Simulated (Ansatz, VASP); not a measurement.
## One calculation of NaCl, two programs

```
Na Cl
1.0
     0.00000    2.83175    2.83175
     2.83175    0.00000    2.83175
     2.83175    2.83175    0.00000
Na Cl
1 1
Direct
  0.00000 0.00000 0.00000
  0.50000 0.50000 0.50000
```

Alike in both runs: task single point; functional PBEsol; k mesh 8 × 8 × 8; occupations fermi-dirac, width 0.03 eV; no spin polarisation.

```csv
,VASP,Ansatz
version,VASP 6.6.1,Ansatz 0.2.0
potentials or method,"VASP PAW PBE potentials, release 64 (Na_pv, Cl), cutoff 500 eV","all-electron LAPW, scalar-relativistic"
```

|  | VASP | Ansatz | Ansatz less VASP |
| --- | --- | --- | --- |
| gap on the k mesh at the Fermi level (eV) | 4.89 | 4.89 | +0.004 |
| pressure (GPa) | -0.8 | -0.8 | +0.01 |

VASP's potentials were made for PBE, not for PBEsol. Ansatz ran all-electron here, and VASP with PAW potentials.
